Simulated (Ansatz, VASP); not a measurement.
C in VASP and in Ansatz

Contents of INCAR:

```
SYSTEM = C
ALGO     = Normal         ! electronic algorithm
EDIFF    = 1E-6           ! SCF threshold, eV
EDIFFG   = -0.01          ! ionic threshold
ENCUT    = 600            ! plane-wave cutoff, eV
GGA      = PE             ! functional
IBRION   = 2              ! ionic algorithm
ISIF     = 3              ! what is computed and relaxed
ISMEAR   = 0              ! smearing method
LASPH    = .TRUE.         ! aspherical terms in the spheres
LCHARG   = .FALSE.        ! write CHGCAR
LREAL    = .FALSE.        ! projectors in reciprocal space
LWAVE    = .FALSE.        ! write WAVECAR
NELM     = 100            ! most SCF steps
NSW      = 100            ! ionic steps
PREC     = Accurate       ! precision mode
SIGMA    = 0.02           ! smearing width, eV
```

File KPOINTS:

```
k-points
0
G
  12 12 6
  0 0 0
```

POSCAR

```
C
1.0
    2.1360261149     -1.2332402965     -0.0061952959
    2.1360261149      1.2332402965     -0.0061952959
   -1.3949144398      0.0000000000      4.2672301274
C
2
Direct
    0.8333349417      0.8333349417      0.0000044123
    0.1666650583      0.1666650583      0.9999955877
```

Input for Ansatz:

```yaml
crystal:
  lattice:
    - [2.1360261149, -1.2332402965, -0.0061952959]
    - [2.1360261149, 1.2332402965, -0.0061952959]
    - [-1.3949144398, 0.0, 4.2672301274]
  atoms:
    - { symbol: C, position: [0.8333349417, 0.8333349417, 4.4123e-06] }
    - { symbol: C, position: [0.1666650583, 0.1666650583, 0.9999955877] }
basis:
  ecutwfc: 420
kpoints:
  mp_grid: { grid: [12, 12, 6] }
hamiltonian:
  xc: pbe
scf:
  occupations: { method: gaussian, width: 0.02 }
output:
  forces: true
  stress: true
  eigenvalues: true
relax:
  adjacent_minimum: "off"
  f_tol: 0.01
  max_steps: 80
  cell: { stress_tol: 0.05 }
```

Alike in both runs: task relaxation of cell and atoms; functional PBE; k mesh 12 × 12 × 6; occupations gaussian, width 0.02 eV; no spin polarisation.

|  | VASP | Ansatz |
| --- | --- | --- |
| version | VASP 6.6.1 | Ansatz 0.2.0 |
| potentials or method | VASP PAW PBE potentials, release 64 (C), cutoff 600 eV | scalar-relativistic, plane waves, PAW |
| valence electrons in the cell | 8 | 8 |

|  | VASP | Ansatz | Ansatz less VASP |
| --- | --- | --- | --- |
| gap on the k mesh at the Fermi level, each at its own relaxed structure (eV) | 0.20 | 0.13 | -0.068 |
| relaxed volume (Å³/atom) | 10.59 | 11.20 | +0.611 |
| relaxed length of the cell vector where the two differ most in proportion (Å) | 4.260 | 4.479 | +0.2192 |

One of these differences is far larger than is usual between the two programs; its cause wasn't traced.
